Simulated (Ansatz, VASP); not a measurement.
Two plane-wave programs on SrO

Contents of INCAR:

```
SYSTEM = SrO
  ALGO = Normal
  EDIFF = 1E-6
  ENCUT = 520
  GGA = PE
  ISIF = 2
  ISMEAR = 0
  LASPH = .TRUE.
  LCHARG = .FALSE.
  LREAL = .FALSE.
  LWAVE = .FALSE.
  NBANDS = 24
  NELM = 100
  PREC = Accurate
  SIGMA = 0.02
```

File KPOINTS:

```
k-points
0
G
  9 9 6
  0 0 0
```

The input POSCAR:

```
SrO
1.0
    3.5532880902      0.0000000000      0.0000000000
   -1.7766440451      3.0772377531      0.0000000000
    0.0000000000      0.0000000000      6.2173039800
Sr O
2 2
Direct
    0.3396642182      0.6503468390      0.2288284439
    0.6666666700      0.3333333300      0.7500000000
    0.0000000000      0.0000000000      0.0000000000
    0.0000000000      0.0000000000      0.5000000000
```

Input for Ansatz:

```yaml
crystal:
  lattice:
    - [3.5532880902, 0.0, 0.0]
    - [-1.7766440451, 3.0772377531, 0.0]
    - [0.0, 0.0, 6.21730398]
  atoms:
    - { symbol: Sr, position: [0.3396642182, 0.650346839, 0.2288284439] }
    - { symbol: Sr, position: [0.66666667, 0.33333333, 0.75] }
    - { symbol: O, position: [0.0, 0.0, 0.0] }
    - { symbol: O, position: [0.0, 0.0, 0.5] }
basis:
  ecutwfc: 420
kpoints:
  mp_grid: { grid: [9, 9, 6] }
hamiltonian:
  xc: pbe
scf:
  occupations: { method: gaussian, width: 0.02 }
output:
  forces: true
  stress: true
  eigenvalues: true
  populations: true
```

Change from the starting cell: one atom moved.

Alike in both runs: task single point; functional PBE; k mesh 9 × 9 × 6; occupations gaussian, width 0.02 eV; no spin polarisation.

```csv
,VASP,Ansatz
version,VASP 6.6.1,Ansatz 0.2.0
potentials or method,"VASP PAW PBE potentials, release 64 (Sr_sv, O), cutoff 520 eV","scalar-relativistic, plane waves, PAW"
valence electrons in the cell,32,32
```

Ansatz gave:

- gap on the k mesh at the Fermi level (eV): 3.07
- least direct gap on the mesh (eV): 3.07
- pressure (GPa): 1.9
- traceless stress, the component that is largest in VASP (GPa): -0.36
- rms of the force components (eV/Å): 0.493

Question: What did VASP give for the same quantities?

Answer: gap on the k mesh at the Fermi level (eV): 3.04; least direct gap on the mesh (eV): 3.07; pressure (GPa): 2.5; traceless stress, the component that is largest in VASP (GPa): -0.37; rms of the force components (eV/Å): 0.500.

Atom by atom the forces differ by 0.010 eV/Å (rms over components).
